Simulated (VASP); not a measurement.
Input of a VASP 6.6.1 run:

The input INCAR:

```
  ALGO = Normal
  EDIFF = 1E-6
  ENCUT = 520
  GGA = PE
  ISIF = 2
  ISMEAR = -1
  LASPH = True
  LCHARG = False
  LREAL = False
  LWAVE = False
  NBANDS = 20
  NELM = 60
  PREC = Accurate
  SIGMA = 0.05
```

KPOINTS

```
k-points
0
Gamma
  10 10 10
```

File POSCAR:

```
Tl
1.0
    0.0000000000      3.1610681220      3.1610681220
    3.1610681220      0.0000000000      3.1610681220
    3.1610681220      3.1610681220      0.0000000000
Tl
2
Direct
   -0.1250000000     -0.1250000000     -0.1250000000
    0.1250000000      0.1250000000      0.1250000000
```

Potentials or basis: VASP PAW PBE potentials, release 64 (Tl_d).

Command:

```bash
$ cat potpaw_PBE.64/Tl_d/POTCAR > POTCAR
$ mpirun -np 1 vasp_std > vasp.out
```

Question: Estimate the pressure.

Answer: 12.4 GPa.

Question: Predict the band gap on the k mesh.

Answer: Zero (bands 13 and 14 overlap by 4.68 eV).

Caveat: the cell stands under pressure; spin-orbit coupling is left out, which moves the levels of the heavy elements.
